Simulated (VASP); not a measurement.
A run of VASP 6.6.1:

Contents of INCAR:

```
SYSTEM = VWC2
PREC = Accurate ; ENCUT = 520
EDIFF = 1E-6 ; ISMEAR = -1
SIGMA = 0.05 ; LREAL = .False.
LASPH = .True. ; NELM = 150
ALGO = Normal ; ISIF = 2
LWAVE = .False. ; LCHARG = .False.
ISPIN = 2 ; MAGMOM = 0 4 0 0
LORBIT = 11 ; NUPDOWN = 4.0
LMAXMIX = 4 ; GGA = PE
NBANDS = 30
```

The input KPOINTS:

```
Automatic mesh
0
Gamma
  9 9 9
  0 0 0
```

Contents of POSCAR:

```
VWC2
1.0
    1.5170411163      0.8758640969      4.9338931930
   -1.5170411163      0.8758640969      4.9338931930
    0.0000000000     -1.7517281937      4.9338931930
W V C
1 1 2
Direct
    0.0000000000      0.0000000000      0.0000000000
    0.5000000000      0.5000000000      0.5000000000
    0.2464940000      0.2464940000      0.2464940000
    0.7535060000      0.7535060000      0.7535060000
```

Potentials or basis: VASP PAW PBE potentials, release 64 (W_sv, V_sv, C).

Run with:

```console
$ cat potpaw_PBE.64/W_sv/POTCAR potpaw_PBE.64/V_sv/POTCAR potpaw_PBE.64/C/POTCAR > POTCAR
$ mpirun -np 1 vasp_std > vasp.out
```

Hardware: 1 thread of AMD EPYC 7R13, on a shared host.

**Question.** How long does it take, and how much memory?

**Answer.** Run time: 9.5 min on 1 thread of AMD EPYC 7R13, on a shared host, peak memory 0.37 GiB. Counts: scf iterations 14, k points 85.
